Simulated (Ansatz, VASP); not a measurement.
This is a calculation of Sb for VASP 6.6.1.

File POSCAR:

```
Sb
1.0
    2.1825479877      1.2600946682      3.8074530396
   -2.1825479877      1.2600946682      3.8074530396
    0.0000000000     -2.5201893365      3.8074530396
Sb
2
Direct
    0.7665100000      0.7665100000      0.7665100000
    0.2334900000      0.2334900000      0.2334900000
```

File INCAR.step1:

```
SYSTEM = Sb
PREC = Accurate ; ENCUT = 520
EDIFF = 1E-5 ; ISMEAR = -1
SIGMA = 0.05 ; LREAL = .FALSE.
LASPH = .TRUE. ; NELM = 80
ALGO = Normal ; ISIF = 2
LWAVE = .TRUE. ; LCHARG = .FALSE.
GGA = PE ; NBANDS = 12
```

File INCAR.step2:

```
SYSTEM = Sb
PREC = Accurate ; ENCUT = 520
EDIFF = 1E-7 ; ISMEAR = -1
SIGMA = 0.05 ; LREAL = .FALSE.
LASPH = .TRUE. ; NELM = 80
ALGO = Normal ; ISIF = 2
LWAVE = .FALSE. ; LCHARG = .FALSE.
GGA = B5 ; LHFCALC = .TRUE.
AEXX = 0.5 ; ALDAX = 0.5
AGGAX = 0.5 ; AGGAC = 1.0
ALDAC = 0.0 ; PRECFOCK = Normal
ISTART = 1 ; NBANDS = 12
```

File KPOINTS:

```
Automatic mesh
0
G
  4 4 4
  0 0 0
```

Potentials or basis: VASP PAW PBE potentials, release 64 (Sb).

The run is started by

```console
$ cat potpaw_PBE.64/Sb/POTCAR > POTCAR
$ cp INCAR.step1 INCAR
$ mpirun -np 1 vasp_std > vasp.out
$ cp INCAR.step2 INCAR
$ mpirun -np 1 vasp_std > vasp.out
```

Q: Translate it to Ansatz 0.2.0. Potentials there: Ansatz PAW.

A: As run (the cutoff follows the program's own potentials):

File input.yaml:

```yaml
crystal:
  lattice:
    - [2.1825479877, 1.2600946682, 3.8074530396]
    - [-2.1825479877, 1.2600946682, 3.8074530396]
    - [0.0, -2.5201893365, 3.8074530396]
  atoms:
    - { symbol: Sb, position: [0.76651, 0.76651, 0.76651] }
    - { symbol: Sb, position: [0.23349, 0.23349, 0.23349] }
hamiltonian:
  xc: { name: BHLYP }
  pseudopotentials: { kind: paw }
kpoints:
  mp_grid: { grid: [4, 4, 4] }
scf:
  occupations: { method: fermi_dirac, width: 0.05 }
output:
  forces: true
  stress: true
  eigenvalues: true
```

Potentials or basis: Ansatz PAW.

The run is started by

```sh
$ ansatz run input.yaml --threads 2 --pin off --max-ram 5632MiB --backend cpu --events-out ev --progress --plain --runs-dir out
```

Both were run:

|  | VASP | Ansatz | Ansatz less VASP |
| --- | --- | --- | --- |
| gap on the k mesh at the Fermi level (eV) | 1.65 | 1.45 | -0.203 |
| least direct gap on the mesh (eV) | 1.80 | 1.66 | -0.136 |
| pressure (GPa) | -2.9 | 0.4 | +3.37 |
| traceless stress, the component that is largest in VASP (GPa) | 0.92 | 0.54 | -0.374 |
| rms of the force components (eV/Å) | 0.779 | 0.586 | -0.1936 |

VASP's potentials were made for PBE, not for BHLYP. Atom by atom the forces differ by 0.194 eV/Å (rms over components). The functional is the same, so the differences come from potentials, cutoffs and numerics. VASP's potentials hold 10 valence electrons a cell and Ansatz's 30, so a difference there can come from the potentials and not from the codes.

The k mesh is coarse, so the values compare programs but aren't converged. Spin-orbit coupling is off throughout.
